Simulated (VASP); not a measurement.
# Ca3Bi in VASP: further runs

Ca3Bi is run at these levels: PBE; tasks: single point.

All numbers are computed with VASP 6.6.1; they aren't measurements. Logs are shortened: lines on timing, memory, paths and dates and some standing lists are left out, and cuts for length are marked.

### Step 1. The cell of the first run

Symmetry: P6/mmm, No. 191, hexagonal system. The conventional cell has a = 6.871 Å, b = 6.871 Å, c = 3.365 Å, α = 90.00°, β = 90.00°, γ = 120.00°. Ca (site symmetry mmm) has 6 Ca at 3.37 to 3.44 Å and 4 Bi at 3.83 Å within 4.4 Å. Bi (site symmetry 6/mmm) has 2 Bi at 3.37 Å and 12 Ca at 3.83 Å within 4.4 Å.

The cell was generated, and may not be a known phase.

### Step 2. Single point, PBE

Input file INCAR:

```
PREC = Accurate
ENCUT = 520
EDIFF = 1E-6
ISMEAR = 0
SIGMA = 0.1
LREAL = F
LASPH = T
NELM = 100
ALGO = Fast
ISIF = 2
LWAVE = F
LCHARG = T
GGA = PE
LELF = T
LVHAR = T
NBANDS = 30
```

Input file KPOINTS:

```
Automatic mesh
0
Gamma
  3 3 6
```

Input file POSCAR:

```
Ca3Bi
1.0
    6.8711602686      0.0000000000      0.0000000000
   -3.4355801343      5.9505993461      0.0000000000
    0.0000000000      0.0000000000      3.3652714760
Ca Bi
3 1
Direct
    0.0000000000      0.5000000000      0.5000000000
    0.5000000000      0.5000000000      0.5000000000
    0.5000000000      0.0000000000      0.5000000000
    0.0000000000      0.0000000000      0.0000000000
```

Potentials or basis: VASP PAW PBE potentials, release 64 (Ca_sv, Bi_d).

Launch:

```console
$ cat potpaw_PBE.64/Ca_sv/POTCAR potpaw_PBE.64/Bi_d/POTCAR > POTCAR
$ mpirun -np 1 vasp_std > vasp.out
```

OUTCAR:

```text
PREC = Accurate
   ENCUT = 520
   EDIFF = 1E-6
   ISMEAR = 0
   LREAL = F
   LASPH = T
   NELM = 100
   ISIF = 2
   GGA = PE

 ion  position               nearest neighbor table
   1  0.000  0.500  0.500-
   2  0.500  0.500  0.500-
   3  0.500  0.000  0.500-
   4  0.000  0.000  0.000-

  LATTYP: Found a hexagonal cell.
 ALAT       =     6.8711602686
 C/A-ratio  =     0.4897675712

  Lattice vectors:

 A1 = (   6.8711602686,   0.0000000000,   0.0000000000)
 A2 = (  -3.4355801343,   5.9505993461,   0.0000000000)
 A3 = (   0.0000000000,   0.0000000000,   3.3652714760)

Analysis of symmetry for initial positions (statically):
=====================================================================
 Subroutine PRICEL returns:
 Original cell was already a primitive cell.

 Routine SETGRP: Setting up the symmetry group for a
 hexagonal supercell.

 Subroutine GETGRP returns: Found 24 space group operations
 (whereof 24 operations were pure point group operations)
 out of a pool of 24 trial point group operations.

The static configuration has the point symmetry D_6h.

Analysis of symmetry for dynamics (positions and initial velocities):
=====================================================================
 Subroutine PRICEL returns:
 Original cell was already a primitive cell.

 Routine SETGRP: Setting up the symmetry group for a
 hexagonal supercell.

 Subroutine GETGRP returns: Found 24 space group operations
 (whereof 24 operations were pure point group operations)
 out of a pool of 24 trial point group operations.

The dynamic configuration has the point symmetry D_6h.

 Subroutine INISYM returns: Found 24 space group operations
 (whereof 24 operations are pure point group operations),
 and found     1 'primitive' translations

----------------------------------------------------------------------------------------

                                     Primitive cell

  volume of cell :     137.5976

  direct lattice vectors                    reciprocal lattice vectors
     6.871160269  0.000000000  0.000000000     0.145535828  0.084025150  0.000000000
    -3.435580134  5.950599346  0.000000000     0.000000000  0.168050299  0.000000000
     0.000000000  0.000000000  3.365271476     0.000000000  0.000000000  0.297152847

  length of vectors
     6.871160269  6.871160269  3.365271476     0.168050299  0.168050299  0.297152847

  position of ions in fractional coordinates (direct lattice)
     1.000000000  0.500000000  0.500000000
     0.500000000  0.500000000  0.500000000
     0.500000000  0.000000000  0.500000000
     0.000000000  0.000000000  0.000000000

  ion indices of the primitive-cell ions
   primitive index   ion index
                 1           1
                 2           2
                 3           3
                 4           4

----------------------------------------------------------------------------------------

 KPOINTS: Automatic mesh

Automatic generation of k-mesh.
 Grid dimensions read from file:
 generate k-points for:    3    3    6

 Generating k-lattice:

  Cartesian coordinates                     Fractional coordinates (reciprocal lattice)
     0.048511943  0.028008383  0.000000000     0.333333333  0.000000000  0.000000000
     0.000000000  0.056016766  0.000000000     0.000000000  0.333333333  0.000000000
     0.000000000  0.000000000  0.049525474     0.000000000  0.000000000  0.166666667

  Length of vectors
     0.056016766  0.056016766  0.049525474

  Shift w.r.t. Gamma in fractional coordinates (k-lattice)
     0.000000000  0.000000000  0.000000000

 Subroutine IBZKPT returns following result:
 ===========================================

 Found     12 irreducible k-points:

 Following reciprocal coordinates:
            Coordinates               Weight
  0.000000  0.000000  0.000000      1.000000
  0.333333  0.000000  0.000000      6.000000
  0.333333  0.333333  0.000000      2.000000
  0.000000  0.000000  0.166667      2.000000
  0.333333  0.000000  0.166667     12.000000
  0.333333  0.333333  0.166667      4.000000
  0.000000  0.000000  0.333333      2.000000
  0.333333  0.000000  0.333333     12.000000
  0.333333  0.333333  0.333333      4.000000
  0.000000  0.000000  0.500000      1.000000
  0.333333  0.000000  0.500000      6.000000
  0.333333  0.333333  0.500000      2.000000
   k-points           NKPTS =     12   k-points in BZ     NKDIM =     12   number of bands    NBANDS=     30
   number of dos      NEDOS =    301   number of ions     NIONS =      4
   total plane-waves  NPLWV =  81648
   dimension x,y,z NGX =    54 NGY =   54 NGZ =   28
   dimension x,y,z NGXF=   108 NGYF=  108 NGZF=   56
   ions per type =               3   1
   NGX,Y,Z   is equivalent  to a cutoff of  13.07, 13.07, 13.83 a.u.
   NGXF,Y,Z  is equivalent  to a cutoff of  26.13, 26.13, 27.66 a.u.
 SYSTEM =  unknown system
   PREC   = accura    normal or accurate (medium, high low for compatibility)
   ISTART =      0    job   : 0-new  1-cont  2-samecut
   ICHARG =      2    charge: 1-file 2-atom 10-const
   ISPIN  =      1    spin polarized calculation?
   LNONCOLLINEAR =      F non collinear calculations
   LSORBIT =      F    spin-orbit coupling
   LASPH  =      T    aspherical Exc in radial PAW
   ENCUT  =  520.0 eV  38.22 Ry    6.18 a.u.  12.78 12.78  6.26*2*pi/ulx,y,z
   NELM   =    100;   NELMIN=  2; NELMDL= -5     # of ELM steps
   EDIFF  = 0.1E-05   stopping-criterion for ELM
   LREAL  =      F    real-space projection
   EDIFFG = 0.1E-04   stopping-criterion for IOM
   NSW    =      0    number of steps for IOM
   IBRION =     -1    ionic relax: 0-MD 1-quasi-New 2-CG
   NFREE  =      0    steps in history (QN), initial steepest desc. (CG)
   ISIF   =      2    stress and relaxation
   ISYM   =      2    0-nonsym 1-usesym 2-fastsym
   POTIM  = 0.5000    time-step for ionic-motion
   TEBEG  =    0.0;   TEEND  =   0.0 temperature during run
   PSTRESS=    0.0 pullay stress
   NELECT =      45.0000    total number of electrons
   NUPDOWN=      -1.0000    fix difference up-down
   EMIN   =  10.00;   EMAX   =-10.00  energy-range for DOS
   EFERMI =   0.00;   METHOD = LEGACY
   ISMEAR =     0;   SIGMA  =   0.10  broadening in eV -4-tet -1-fermi 0-gaus
   EFERMI_NEDOS =   21; number of points for ismear=-14 and -15
   IALGO  =     68    algorithm
   IMIX   =      4    mixing-type and parameters
     AMIX     =   0.40;   BMIX     =  1.00
     AMIX_MAG =   1.60;   BMIX_MAG =  1.00
  volume/ion in A,a.u.               =      34.40       232.14
  Fermi-wavevector in a.u.,A,eV,Ry     =   1.127912  2.131445 17.309147  1.272186
  Thomas-Fermi vector in A             =   2.264600
   LORBIT       =      0    0 simple, 1 ext, 2 COOP (PROOUT), +10 PAW based schemes
   GGA     = PE    functional components
   LHFCALC =     F    Hartree Fock is set to
   AEXX    =    0.0000 exact exchange contribution
   IVDW    =     0    specifies the selected vdW correction
   LEPSILON=     F    determine dielectric tensor
   LRPA    =     F    only Hartree local field effects (RPA)
 non-spin polarized calculation
 RMM-DIIS sequential band-by-band and
 Gauss-broadening in eV      SIGMA  =   0.10
  energy-cutoff  :      520.00
  volume of cell :      137.60
 maximum number of plane-waves:      3744
 NGX is ok and might be reduce to    54
   NGX = 25   NGY = 25   NGZ = 13

 number of electron      45.0000002 magnetization

 Free energy of the ion-electron system (eV)
  ---------------------------------------------------
  ext. energy  EPLUGINS =         0.00000000
  ---------------------------------------------------
  free energy    TOTEN  =       -10.25611081 eV

  energy without entropy =      -10.24658832  energy(sigma->0) =      -10.25134957

 E-fermi :   3.9203     XC(G=0):  -8.7073

 val. band max:        3.9057249757   @ k =   0.3333   0.3333   0.0000
 cond. band min:       3.9305125326   @ k =   0.0000   0.0000   0.1667
 fundamental gap:      0.0247875569
 Fermi energy:         3.9202812020

 k-point     1 :       0.0000    0.0000    0.0000
  band No.  band energies     occupation
      1     -37.9209      2.00000
      2     -37.8848      2.00000
      3     -37.8848      2.00000
      4     -19.0746      2.00000
      5     -19.0660      2.00000
      6     -19.0294      2.00000
[... 22 lines left out ...]
     29       7.0342      0.00000
     30       7.2688      0.00000

 k-point     2 :       0.3333    0.0000    0.0000
  band No.  band energies     occupation
      1     -37.9133      2.00000
      2     -37.8925      2.00000
      3     -37.8848      2.00000
      4     -19.0681      2.00000
      5     -19.0427      2.00000
      6     -18.9909      2.00000
[... 22 lines left out ...]
     29       6.7492      0.00000
     30       6.8698      0.00000

 k-point     3 :       0.3333    0.3333    0.0000
  band No.  band energies     occupation
      1     -37.9029      2.00000
      2     -37.9029      2.00000
      3     -37.8848      2.00000
      4     -19.0677      2.00000
      5     -19.0012      2.00000
      6     -18.9825      2.00000
[... 22 lines left out ...]
     29       5.9668      0.00000
     30       6.7496      0.00000

 k-point     4 :       0.0000    0.0000    0.1667
  band No.  band energies     occupation
      1     -37.9132      2.00000
      2     -37.8774      2.00000
      3     -37.8774      2.00000
      4     -19.0631      2.00000
      5     -19.0261      2.00000
      6     -19.0261      2.00000
[... 220 lines left out ...]
     29       6.8520      0.00000
     30       6.8721      0.00000

 k-point    11 :       0.3333    0.0000    0.5000
  band No.  band energies     occupation
      1     -37.8826      2.00000
      2     -37.8625      2.00000
      3     -37.8551      2.00000
      4     -19.1021      2.00000
      5     -19.0733      2.00000
      6     -19.0600      2.00000
[... 22 lines left out ...]
     29       5.9262      0.00000
     30       6.3508      0.00000

 k-point    12 :       0.3333    0.3333    0.5000
  band No.  band energies     occupation
      1     -37.8726      2.00000
      2     -37.8726      2.00000
      3     -37.8551      2.00000
      4     -19.0865      2.00000
      5     -19.0865      2.00000
      6     -19.0600      2.00000
[... 22 lines left out ...]
     29       5.9584      0.00000
     30       6.6390      0.00000

------------------------ aborting loop because EDIFF is reached ----------------------------------------

  FORCE on cell =-STRESS in cart. coord.  units (eV):
  Direction    XX          YY          ZZ          XY          YZ          ZX
  --------------------------------------------------------------------------------------
  -------------------------------------------------------------------------------------
  Total        0.0187528      0.0187528     -0.0062479      0.0000000     -0.0000000      0.0000000
  in kB        0.2183561      0.2183561     -0.0727506      0.0000000     -0.0000000      0.0000000
  external PRESSURE =       0.1213206 kB  Pullay stress =       0.0000000 kB

 VOLUME and BASIS-vectors are now :
 -----------------------------------------------------------------------------
  energy-cutoff  :      520.00
  volume of cell :      137.60
      direct lattice vectors                 reciprocal lattice vectors
     6.871160269  0.000000000  0.000000000     0.145535828  0.084025150  0.000000000
    -3.435580134  5.950599346  0.000000000     0.000000000  0.168050299  0.000000000
     0.000000000  0.000000000  3.365271476     0.000000000  0.000000000  0.297152847

 POSITION                                       TOTAL-FORCE (eV/Angst)
 -----------------------------------------------------------------------------------
     -1.71779      2.97530      1.68264        -0.000000      0.000000      0.000000
      1.71779      2.97530      1.68264         0.000000      0.000000      0.000000
      3.43558      0.00000      1.68264         0.000000      0.000000      0.000000
      0.00000      0.00000      0.00000         0.000000      0.000000      0.000000
 -----------------------------------------------------------------------------------
    total drift:                                0.000000      0.000000      0.000000

  FREE ENERGIE OF THE ION-ELECTRON SYSTEM (eV)
  ---------------------------------------------------
  free  energy   TOTEN  =       -10.2561108094 eV

  energy  without entropy=      -10.2465883234  energy(sigma->0) =      -10.25134957
```

Wall time 2.5 min (1 thread of Intel Xeon Platinum 8488C (Sapphire Rapids), shared host); peak memory 0.29 GiB.

What came out:

| Quantity | Value |
| --- | --- |
| Free energy | -10.2561 eV |
| Pressure | 0.0 GPa |
| Band gap on the k mesh | zero (an odd number of electrons rules out a gap without spin polarisation) |

Caveat: spin-orbit coupling is left out, which moves the levels of the heavy elements.

(Continued in part 2 of 2.)

The gap in the log of VASP goes by the Fermi energy; the results here count the filled bands.